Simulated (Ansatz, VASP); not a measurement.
## Two plane-wave programs on Ni

```
Ni
1.0
     2.44802    0.00000    0.00000
    -1.22401    2.12005    0.00000
     0.00000    0.00000    4.07281
Ni
2
Direct
  0.33333 0.66667 0.25000
  0.66667 0.33333 0.75000
```

Alike in both runs: task single point; functional LDA; k mesh 6 × 6 × 4; collinear spin.

|  | VASP | Ansatz |
| --- | --- | --- |
| version | VASP 6.6.1 | Ansatz 0.2.0 |
| potentials or method | VASP PAW LDA potentials, release 64 (Ni), cutoff 520 eV | plane waves, PAW |
| occupations | fermi-dirac, width 0.1 eV | fermi-dirac |
| valence electrons in the cell | 20 | 36 |

Ansatz gave:

| Quantity | Value |
| --- | --- |
| pressure (GPa) | -10.9 |
| traceless stress, the component that is largest in VASP (GPa) | -2.22 |
| net moment per atom (μB) | 0.61 |
| size of the moment on the site where the two differ most (μB) | 0.64 |

**Question.** What did VASP give for the same quantities?

**Answer.** Pressure (GPa): -10.9; traceless stress, the component that is largest in VASP (GPa): -2.32; net moment per atom (μB): 0.58; size of the moment on the site where the two differ most (μB): 0.58.

LDA's correlation is that of Perdew and Zunger in VASP and of Perdew and Wang (1992) in Ansatz. Site moments also hang on the region over which each program counts them. VASP's potentials hold 20 valence electrons a cell and Ansatz's 36, so a difference there can come from the potentials and not from the codes.

The k mesh is coarse, so the values compare programs but aren't converged.
